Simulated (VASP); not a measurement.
# Bi in VASP: notebook

Bi is run at these levels: PBE; tasks: single point.

Everything below comes from runs of VASP 6.6.1. Logs are shortened: lines on timing, memory, paths and dates and some standing lists are left out, and cuts for length are marked.

### 1 The cell of the first run

The cell holds a slab with vacuum, 2 atoms: a = 4.070 Å, b = 4.070 Å, c = 28.000 Å, α = 90.00°, β = 90.00°, γ = 120.00°.

### 2 Single point, PBE

INCAR reads:

```
SYSTEM = Bi
PREC = Accurate
ENCUT = 520
EDIFF = 1E-6
ISMEAR = 0
SIGMA = 0.02
LREAL = .False.
LASPH = .True.
NELM = 100
ALGO = Normal
ISIF = 2
LWAVE = .False.
LCHARG = .False.
LDIPOL = .True.
IDIPOL = 3
DIPOL = 0.5 0.5 0.500
GGA = PE
NBANDS = 22
```

KPOINTS reads:

```
regular mesh
0
Gamma
  9 9 1
  0 0 0
```

POSCAR reads:

```
Bi
1.0
    4.0700000000      0.0000000000      0.0000000000
   -2.0350000000      3.5247233934      0.0000000000
    0.0000000000      0.0000000000     28.0000000000
Bi
2
Direct
    0.3333333333      0.6666666667      0.5396071429
    0.6666666667      0.3333333333      0.4603928571
```

Potentials or basis: VASP PAW PBE potentials, release 64 (Bi_d).

Started as:

```bash
cat potpaw_PBE.64/Bi_d/POTCAR > POTCAR
mpirun -np 1 vasp_std > vasp.out
```

OUTCAR:

```text
SYSTEM = Bi
   PREC = Accurate
   ENCUT = 520
   EDIFF = 1E-6
   ISMEAR = 0
   LREAL = .False.
   LASPH = .True.
   NELM = 100
   ISIF = 2
   GGA = PE

 ion  position               nearest neighbor table
   1  0.333  0.667  0.540-   2 3.23   2 3.23   2 3.23
   2  0.667  0.333  0.460-   1 3.23   1 3.23   1 3.23

  LATTYP: Found a hexagonal cell.
 ALAT       =     4.0700000000
 C/A-ratio  =     6.8796068796

  Lattice vectors:

 A1 = (   4.0700000000,   0.0000000000,   0.0000000000)
 A2 = (  -2.0350000000,   3.5247233934,   0.0000000000)
 A3 = (   0.0000000000,   0.0000000000,  28.0000000000)

Analysis of symmetry for initial positions (statically):
=====================================================================
 Subroutine PRICEL returns:
 Original cell was already a primitive cell.

 Routine SETGRP: Setting up the symmetry group for a
 hexagonal supercell.

 Subroutine GETGRP returns: Found 12 space group operations
 (whereof 12 operations were pure point group operations)
 out of a pool of 24 trial point group operations.

The static configuration has the point symmetry D_3d.

Analysis of symmetry for dynamics (positions and initial velocities):
=====================================================================
 Subroutine PRICEL returns:
 Original cell was already a primitive cell.

 Routine SETGRP: Setting up the symmetry group for a
 hexagonal supercell.

 Subroutine GETGRP returns: Found 12 space group operations
 (whereof 12 operations were pure point group operations)
 out of a pool of 24 trial point group operations.

The dynamic configuration has the point symmetry D_3d.

 Subroutine INISYM returns: Found 12 space group operations
 (whereof 12 operations are pure point group operations),
 and found     1 'primitive' translations

----------------------------------------------------------------------------------------

                                     Primitive cell

  volume of cell :     401.6775

  direct lattice vectors                    reciprocal lattice vectors
     4.070000000  0.000000000  0.000000000     0.245700246  0.141855103  0.000000000
    -2.035000000  3.524723393  0.000000000     0.000000000  0.283710206  0.000000000
     0.000000000  0.000000000 28.000000000     0.000000000  0.000000000  0.035714286

  length of vectors
     4.070000000  4.070000000 28.000000000     0.283710206  0.283710206  0.035714286

  position of ions in fractional coordinates (direct lattice)
     0.333333333  0.666666667  0.539607143
     0.666666667  0.333333333  0.460392857

  ion indices of the primitive-cell ions
   primitive index   ion index
                 1           1
                 2           2

----------------------------------------------------------------------------------------

 KPOINTS: regular mesh

Automatic generation of k-mesh.
 Grid dimensions read from file:
 generate k-points for:    9    9    1

 Generating k-lattice:

  Cartesian coordinates                     Fractional coordinates (reciprocal lattice)
     0.027300027  0.015761678  0.000000000     0.111111111  0.000000000  0.000000000
     0.000000000  0.031523356  0.000000000     0.000000000  0.111111111  0.000000000
     0.000000000  0.000000000  0.035714286     0.000000000  0.000000000  1.000000000

  Length of vectors
     0.031523356  0.031523356  0.035714286

  Shift w.r.t. Gamma in fractional coordinates (k-lattice)
     0.000000000  0.000000000  0.000000000

 Subroutine IBZKPT returns following result:
 ===========================================

 Found     12 irreducible k-points:

 Following reciprocal coordinates:
            Coordinates               Weight
  0.000000  0.000000  0.000000      1.000000
  0.111111  0.000000  0.000000      6.000000
  0.222222  0.000000  0.000000      6.000000
  0.333333  0.000000  0.000000      6.000000
  0.444444  0.000000  0.000000      6.000000
  0.111111  0.111111  0.000000      6.000000
  0.222222  0.111111  0.000000     12.000000
  0.333333  0.111111  0.000000     12.000000
  0.444444  0.111111  0.000000      6.000000
  0.222222  0.222222  0.000000      6.000000
  0.333333  0.222222  0.000000     12.000000
  0.333333  0.333333  0.000000      2.000000
   k-points           NKPTS =     12   k-points in BZ     NKDIM =     12   number of bands    NBANDS=     22
   number of dos      NEDOS =    301   number of ions     NIONS =      2
   total plane-waves  NPLWV = 189000
   dimension x,y,z NGX =    30 NGY =   30 NGZ =  210
   dimension x,y,z NGXF=    60 NGYF=   60 NGZF=  420
   ions per type =               2
   NGX,Y,Z   is equivalent  to a cutoff of  12.25, 12.25, 12.47 a.u.
   NGXF,Y,Z  is equivalent  to a cutoff of  24.51, 24.51, 24.94 a.u.
 SYSTEM =  Bi
   PREC   = accura    normal or accurate (medium, high low for compatibility)
   ISTART =      0    job   : 0-new  1-cont  2-samecut
   ICHARG =      2    charge: 1-file 2-atom 10-const
   ISPIN  =      1    spin polarized calculation?
   LNONCOLLINEAR =      F non collinear calculations
   LSORBIT =      F    spin-orbit coupling
   LASPH  =      T    aspherical Exc in radial PAW
   ENCUT  =  520.0 eV  38.22 Ry    6.18 a.u.   7.57  7.57 52.06*2*pi/ulx,y,z
   NELM   =    100;   NELMIN=  2; NELMDL= -5     # of ELM steps
   EDIFF  = 0.1E-05   stopping-criterion for ELM
   LREAL  =      F    real-space projection
   EDIFFG = 0.1E-04   stopping-criterion for IOM
   NSW    =      0    number of steps for IOM
   IBRION =     -1    ionic relax: 0-MD 1-quasi-New 2-CG
   NFREE  =      0    steps in history (QN), initial steepest desc. (CG)
   ISIF   =      2    stress and relaxation
   ISYM   =      2    0-nonsym 1-usesym 2-fastsym
   POTIM  = 0.5000    time-step for ionic-motion
   TEBEG  =    0.0;   TEEND  =   0.0 temperature during run
   PSTRESS=    0.0 pullay stress
   NELECT =      30.0000    total number of electrons
   NUPDOWN=      -1.0000    fix difference up-down
   EMIN   =  10.00;   EMAX   =-10.00  energy-range for DOS
   EFERMI =   0.00;   METHOD = LEGACY
   ISMEAR =     0;   SIGMA  =   0.02  broadening in eV -4-tet -1-fermi 0-gaus
   EFERMI_NEDOS =   21; number of points for ismear=-14 and -15
   IALGO  =     38    algorithm
   IMIX   =      4    mixing-type and parameters
     AMIX     =   0.40;   BMIX     =  1.00
     AMIX_MAG =   1.60;   BMIX_MAG =  1.00
  volume/ion in A,a.u.               =     200.84      1355.33
  Fermi-wavevector in a.u.,A,eV,Ry     =   0.689429  1.302832  6.467013  0.475312
  Thomas-Fermi vector in A             =   1.770511
   LORBIT       =      0    0 simple, 1 ext, 2 COOP (PROOUT), +10 PAW based schemes
   GGA     = PE    functional components
   LHFCALC =     F    Hartree Fock is set to
   AEXX    =    0.0000 exact exchange contribution
   IVDW    =     0    specifies the selected vdW correction
   LEPSILON=     F    determine dielectric tensor
   LRPA    =     F    only Hartree local field effects (RPA)
 non-spin polarized calculation
 Gauss-broadening in eV      SIGMA  =   0.02
  energy-cutoff  :      520.00
  volume of cell :      401.68
 maximum number of plane-waves:     10875
   NGX = 15   NGY = 15   NGZ =105

 number of electron      30.0000000 magnetization

 dipolmoment           0.000000      0.000000     -0.000000 electrons x Angstroem

 Free energy of the ion-electron system (eV)
  ---------------------------------------------------
  ext. energy  EPLUGINS =         0.00000000
  ---------------------------------------------------
  free energy    TOTEN  =        -7.08116542 eV

  energy without entropy =       -7.08116542  energy(sigma->0) =       -7.08116542

 E-fermi :  -1.6888     XC(G=0):  -2.2246

 val. band max:       -1.7850370783   @ k =   0.2222   0.0000   0.0000
 cond. band min:      -1.5775588833   @ k =   0.3333   0.2222   0.0000
 fundamental gap:      0.2074781950
 Fermi energy:        -1.6887696482

 k-point     1 :       0.0000    0.0000    0.0000
  band No.  band energies     occupation
      1     -24.8435      2.00000
      2     -24.8435      2.00000
      3     -24.7848      2.00000
      4     -24.7773      2.00000
      5     -24.7773      2.00000
      6     -24.6981      2.00000
[... 14 lines left out ...]
     21       1.8974      0.00000
     22       2.3374      0.00000

 k-point     2 :       0.1111    0.0000    0.0000
  band No.  band energies     occupation
      1     -24.8425      2.00000
      2     -24.8423      2.00000
      3     -24.7810      2.00000
      4     -24.7747      2.00000
      5     -24.7724      2.00000
      6     -24.6998      2.00000
[... 14 lines left out ...]
     21       2.0639      0.00000
     22       2.5362      0.00000

 k-point     3 :       0.2222    0.0000    0.0000
  band No.  band energies     occupation
      1     -24.8404      2.00000
      2     -24.8367      2.00000
      3     -24.7838      2.00000
      4     -24.7590      2.00000
      5     -24.7554      2.00000
      6     -24.7096      2.00000
[... 14 lines left out ...]
     21       2.5076      0.00000
     22       2.8600      0.00000

 k-point     4 :       0.3333    0.0000    0.0000
  band No.  band energies     occupation
      1     -24.8388      2.00000
      2     -24.8257      2.00000
      3     -24.7869      2.00000
      4     -24.7413      2.00000
      5     -24.7346      2.00000
      6     -24.7231      2.00000
[... 14 lines left out ...]
     21       3.1203      0.00000
     22       3.3565      0.00000

 k-point     5 :       0.4444    0.0000    0.0000
  band No.  band energies     occupation
      1     -24.8381      2.00000
      2     -24.8149      2.00000
      3     -24.7857      2.00000
      4     -24.7499      2.00000
      5     -24.7248      2.00000
      6     -24.7082      2.00000
[... 117 lines left out ...]
 k-point    10 :       0.2222    0.2222    0.0000
  band No.  band energies     occupation
      1     -24.8423      2.00000
      2     -24.8146      2.00000
      3     -24.7723      2.00000
      4     -24.7551      2.00000
      5     -24.7355      2.00000
      6     -24.7107      2.00000
[... 14 lines left out ...]
     21       3.6842      0.00000
     22       3.9333      0.00000

 k-point    11 :       0.3333    0.2222    0.0000
  band No.  band energies     occupation
      1     -24.8439      2.00000
      2     -24.7986      2.00000
      3     -24.7686      2.00000
      4     -24.7562      2.00000
      5     -24.7383      2.00000
      6     -24.7163      2.00000
[... 14 lines left out ...]
     21       4.4834      0.00000
     22       4.6109      0.00000

 k-point    12 :       0.3333    0.3333    0.0000
  band No.  band energies     occupation
      1     -24.8457      2.00000
      2     -24.7789      2.00000
      3     -24.7789      2.00000
      4     -24.7545      2.00000
      5     -24.7318      2.00000
      6     -24.7318      2.00000
[... 14 lines left out ...]
     21       4.5065      0.00000
     22       4.8585      0.00000

------------------------ aborting loop because EDIFF is reached ----------------------------------------

 vacuum level on the upper side and lower side of the slab       (xc-potential included)        -0.005        -0.005

  FORCE on cell =-STRESS in cart. coord.  units (eV):
  Direction    XX          YY          ZZ          XY          YZ          ZX
  --------------------------------------------------------------------------------------
  -------------------------------------------------------------------------------------
  Total       -0.8589549     -0.8589549     -3.7884544     -0.0000000      0.0000000      0.0000000
  in kB       -3.4261269     -3.4261269    -15.1110682     -0.0000000      0.0000000      0.0000000
  external PRESSURE =      -7.3211073 kB  Pullay stress =       0.0000000 kB

 VOLUME and BASIS-vectors are now :
 -----------------------------------------------------------------------------
  energy-cutoff  :      520.00
  volume of cell :      401.68
      direct lattice vectors                 reciprocal lattice vectors
     4.070000000  0.000000000  0.000000000     0.245700246  0.141855103  0.000000000
    -2.035000000  3.524723393  0.000000000     0.000000000  0.283710206  0.000000000
     0.000000000  0.000000000 28.000000000     0.000000000  0.000000000  0.035714286

 POSITION                                       TOTAL-FORCE (eV/Angst)
 -----------------------------------------------------------------------------------
     -0.00000      2.34982     15.10900         0.000000     -0.000000     -1.693217
      2.03500      1.17491     12.89100        -0.000000      0.000000      1.693217
 -----------------------------------------------------------------------------------
    total drift:                               -0.000000     -0.000000     -0.000000

  FREE ENERGIE OF THE ION-ELECTRON SYSTEM (eV)
  ---------------------------------------------------
  free  energy   TOTEN  =        -7.0811654185 eV

  energy  without entropy=       -7.0811654185  energy(sigma->0) =       -7.08116542

 vacuum level on the upper side and lower side of the slab         1.786         1.786
```

It took 77 s on 1 thread of AMD EPYC 9R45 (Zen 5), shared host; peak memory 0.44 GiB.

Results:

```
Free energy            : -7.0812 eV
Largest force          : 1.693 eV/Å
Band gap on the k mesh : zero (bands 15 and 16 overlap by 1.09 eV)
```

Forces in eV/Å, atoms in the order of the input:
```
Bi   0.000  0.000 -1.693
Bi   0.000  0.000  1.693
```

Levels at points of the mesh, in eV from the Fermi level:
```csv
k point,band 12,band 13,band 14,band 15,band 16,band 17,band 18,band 19
"(0.00, 0.00, 0.00)",-9.92,-2.41,0.70,0.80,0.80,2.50,2.50,3.04
```

Caveat: spin-orbit coupling is left out, which moves the levels of the heavy elements.

### 3 Single point, PBE

INCAR reads:

```
  PREC = Accurate
  ENCUT = 520
  EDIFF = 1E-7
  ISMEAR = 0
  SIGMA = 0.02
  LREAL = False
  LASPH = True
  NELM = 60
  ALGO = Normal
  ISIF = 2
  LWAVE = False
  LCHARG = False
  LDIPOL = True
  IDIPOL = 3
  DIPOL = 0.5 0.5 0.500
  GGA = PE
  NBANDS = 22
```

KPOINTS reads:

```
Automatic mesh
0
Gamma
  9 9 1
```

POSCAR reads:

```
Bi
1.0
    4.0700000000      0.0000000000      0.0000000000
   -2.0350000000      3.5247233934      0.0000000000
    0.0000000000      0.0000000000     28.0000000000
Bi
2
Direct
    0.3333333333      0.6666666667      0.5066071429
    0.6666666667      0.3333333333      0.4933928571
```

Potentials or basis: VASP PAW PBE potentials, release 64 (Bi_d).

Started as:

```bash
cat potpaw_PBE.64/Bi_d/POTCAR > POTCAR
mpirun -np 1 vasp_std > vasp.out
```

OUTCAR:

```text
PREC = Accurate
   ENCUT = 520
   EDIFF = 1E-7
   ISMEAR = 0
   LREAL = False
   LASPH = True
   NELM = 60
   ISIF = 2
   GGA = PE

 ion  position               nearest neighbor table
   1  0.333  0.667  0.507-   2 2.38   2 2.38   2 2.38
   2  0.667  0.333  0.493-   1 2.38   1 2.38   1 2.38

  LATTYP: Found a hexagonal cell.
 ALAT       =     4.0700000000
 C/A-ratio  =     6.8796068796

  Lattice vectors:

 A1 = (   4.0700000000,   0.0000000000,   0.0000000000)
 A2 = (  -2.0350000000,   3.5247233934,   0.0000000000)
 A3 = (   0.0000000000,   0.0000000000,  28.0000000000)

Analysis of symmetry for initial positions (statically):
[... 474 lines left out ...]
  Direction    XX          YY          ZZ          XY          YZ          ZX
  --------------------------------------------------------------------------------------
  -------------------------------------------------------------------------------------
  Total       38.6119171     38.6119171      1.9167982     -0.0000000      0.0000000      0.0000000
  in kB      154.0119666    154.0119666      7.6455634     -0.0000000      0.0000000      0.0000000
  external PRESSURE =     105.2231655 kB  Pullay stress =       0.0000000 kB

 VOLUME and BASIS-vectors are now :
 -----------------------------------------------------------------------------
  energy-cutoff  :      520.00
  volume of cell :      401.68
      direct lattice vectors                 reciprocal lattice vectors
     4.070000000  0.000000000  0.000000000     0.245700246  0.141855103  0.000000000
    -2.035000000  3.524723393  0.000000000     0.000000000  0.283710206  0.000000000
     0.000000000  0.000000000 28.000000000     0.000000000  0.000000000  0.035714286

 POSITION                                       TOTAL-FORCE (eV/Angst)
 -----------------------------------------------------------------------------------
     -0.00000      2.34982     14.18500         0.000000     -0.000000      5.275841
      2.03500      1.17491     13.81500        -0.000000      0.000000     -5.275841
 -----------------------------------------------------------------------------------
    total drift:                                0.000000     -0.000000     -0.000000

  FREE ENERGIE OF THE ION-ELECTRON SYSTEM (eV)
  ---------------------------------------------------
  free  energy   TOTEN  =         0.8681107863 eV

  energy  without entropy=        0.8681107863  energy(sigma->0) =        0.86811079

 vacuum level on the upper side and lower side of the slab         1.835         1.835
```

OSZICAR:

```text
N       E                     dE             d eps       ncg     rms          rms(c)
DAV:   1     0.228668690335E+03    0.22867E+03   -0.14015E+04   728   0.101E+03
DAV:   2     0.178480996516E+02   -0.21082E+03   -0.20619E+03   600   0.280E+02
DAV:   3     0.124305199135E+01   -0.16605E+02   -0.16359E+02   660   0.102E+02
[... 14 lines left out ...]
DAV:  18     0.868114578062E+00   -0.39914E-05   -0.54332E-08   502   0.962E-04    0.307E-04
DAV:  19     0.868111371599E+00   -0.32065E-05   -0.92684E-08   458   0.939E-04    0.796E-05
DAV:  20     0.868110977902E+00   -0.39370E-06   -0.19425E-09   474   0.331E-04    0.265E-05
DAV:  21     0.868110821191E+00   -0.15671E-06   -0.76305E-10   438   0.178E-04    0.123E-05
DAV:  22     0.868110786315E+00   -0.34876E-07    0.19706E-10   434   0.151E-04
   1 F= 0.86811079E+00 E0= 0.86811079E+00  d E =-.232427E-11
```

Run time: 94 s. Hardware: 1 thread of AMD EPYC 9R45 (Zen 5), shared host; peak memory 0.44 GiB.

Results:

* Free energy: 0.8681 eV
* Largest force: 5.276 eV/Å
* Band gap on the k mesh: zero (bands 15 and 16 overlap by 0.77 eV)

Forces in eV/Å, atoms in the order of the input:
```
Bi   0.000  0.000  5.276
Bi   0.000  0.000 -5.276
```

Caveat: spin-orbit coupling is left out, which moves the levels of the heavy elements.

[end of part 1 of 2]

The gap in the log of VASP goes by the Fermi energy; the results here count the filled bands.